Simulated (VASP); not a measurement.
Set up this calculation in VASP 6.6.1, as the native input.

```yaml
Task: single point
Functional: PBE
Potentials_or_basis: VASP PAW PBE potentials, release 64 (Co)
Cutoff: 520 eV
k_mesh: 17 × 17 × 10
Occupations: fermi-dirac, width 0.05 eV
Spin: no spin polarisation
Dipole_correction: no
Further_INCAR_settings: ALGO = Normal; EDIFF = 1e-07; NBANDS = 16
```

The structure of Co lies in POSCAR:

```
Co
1.0
    2.3510116202      0.0000000000      0.0000000000
   -1.1755058101      2.0360357877      0.0000000000
    0.0000000000      0.0000000000      3.7991067989
Co
2
Direct
    0.3333333333      0.6666666667      0.2500000000
    0.6666666667      0.3333333333      0.7500000000
```

These files were run (other wordings do the same):

INCAR

```
SYSTEM = Co
PREC = Accurate
ENCUT = 520
EDIFF = 1E-7
ISMEAR = -1
SIGMA = 0.05
LREAL = .FALSE.
LASPH = .TRUE.
NELM = 80
ALGO = Normal
ISIF = 2
LWAVE = .FALSE.
LCHARG = .FALSE.
GGA = PE
NBANDS = 16
```

KPOINTS

```
regular mesh
0
G
  17 17 10
  0 0 0
```

Potentials or basis: VASP PAW PBE potentials, release 64 (Co).

Run with:

```console
$ cat potpaw_PBE.64/Co/POTCAR > POTCAR
$ mpirun -np 1 vasp_std > vasp.out
```

It gave:

```json
{"Pressure": "42.1 GPa", "Band gap on the k mesh": "zero (bands 9 and 10 overlap by 1.83 eV)"}
```

Caveat: the cell stands under pressure; the run has no spin polarisation, though such a crystal can be magnetic.

Run time: 58 s on 1 thread of Intel(R) Xeon(R) Platinum 8488C (Sapphire Rapids), on a shared host, peak memory 0.16 GiB.
